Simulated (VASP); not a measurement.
Runs of VASP 6.6.1 on Li. The structure is that of space group Fm-3m (No. 225), or close to it. The cells are those of the table. This isn't the form of Li at room conditions, which is bcc.

| task | level | cell | k mesh | cutoff (eV) | smearing | grid for exact exchange (PRECFOCK) | share of exact exchange | screening parameter | gap on the mesh (eV) | pressure (GPa) |
| --- | --- | --- | --- | --- | --- | --- | --- | --- | --- | --- |
| relaxation of cell and atoms | PBEsol | relaxed from a = 3.114 Å, angles 60.0°, 1 atom | 10 × 10 × 10 | 600 | fermi-dirac 0.05 eV | - | - | - | none | -0.1 |
| single point | PBE-based screened hybrid with 25 % exact exchange | a = 3.114 Å, angles 60.0°, 1 atom | 7 × 7 × 7 | 650 | gaussian 0.1 eV | Normal | 0.25 | 0.3 1/Å | none | (a) |
| relaxation of cell and atoms | PBEsol | relaxed to 20 GPa from a = 3.114 Å, angles 60.0°, 1 atom | 10 × 10 × 10 | 600 | fermi-dirac 0.05 eV | - | - | - | none | 20.0 |
| single point | PBEsol | a = 2.936 Å, angles 60.0°, 1 atom | 10 × 10 × 10 | 520 | fermi-dirac 0.05 eV | - | - | - | none | - |
| single point | PBE-based screened hybrid with 25 % exact exchange | a = 2.891 Å, angles 60.0°, 1 atom | 7 × 7 × 7 | 650 | fermi-dirac 0.1 eV | Normal | 0.25 | 0.3 1/Å | none | 3.1 |

Alike in all rows: potentials or basis VASP PAW PBE potentials, release 64 (Li_sv); no spin polarisation.

Problem. Fill in the values left out.

Solution. (a) -0.7.

Caveats: some runs use coarse meshes; the PAW data sets were made with another functional, which shifts forces and pressure a little; the cutoff is under 1.25 times the usual one of these potentials, so pressure, stress and relaxed cells hold a basis-set (Pulay) error (at least some runs); the cell is relaxed towards a set pressure, so the run minimises the enthalpy, not the energy (at least some runs).

A gap of «none» marks levels without a gap at the run's occupations.
